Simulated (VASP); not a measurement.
La2O3, 5 atoms in the cell. The structure is hexagonal, space group P-62m (No. 189). The conventional cell has a = 6.267 Å, b = 6.267 Å, c = 3.300 Å, α = 90.00°, β = 90.00°, γ = 120.00°. La (site symmetry -6) has 6 O at 2.45 Å within 3.2 Å. Within 3.2 Å of O (site symmetry m2m) lie 4 La at 2.45 Å and 4 O at 3.13 Å. 

```yaml
Program: VASP 6.6.1
Task: single point
Functional: PBEsol
Potentials_or_basis: VASP PAW PBE potentials, release 64 (La, O)
Cutoff: 600 eV
k_mesh: 2 × 2 × 3
Occupations: gaussian, width 0.01 eV
Spin: no spin polarisation
Dipole_correction: no
Further_INCAR_settings: ALGO = Normal; EDIFF = 1e-06; NBANDS = 28
```

Potentials or basis: VASP PAW PBE potentials, release 64 (La, O).

Run with:

```console
$ cat potpaw_PBE.64/La/POTCAR potpaw_PBE.64/O/POTCAR > POTCAR
$ mpirun -np 1 vasp_std > vasp.out
```

Hardware: 1 thread of Intel(R) Xeon(R) 6975P-C (Granite Rapids), on a shared host.

Q: Estimate the wall time of this run.

A: Wall time 19 s on 1 thread of Intel(R) Xeon(R) 6975P-C (Granite Rapids) (shared host), peak memory 0.24 GiB. Counts: scf iterations 17, k points 4.
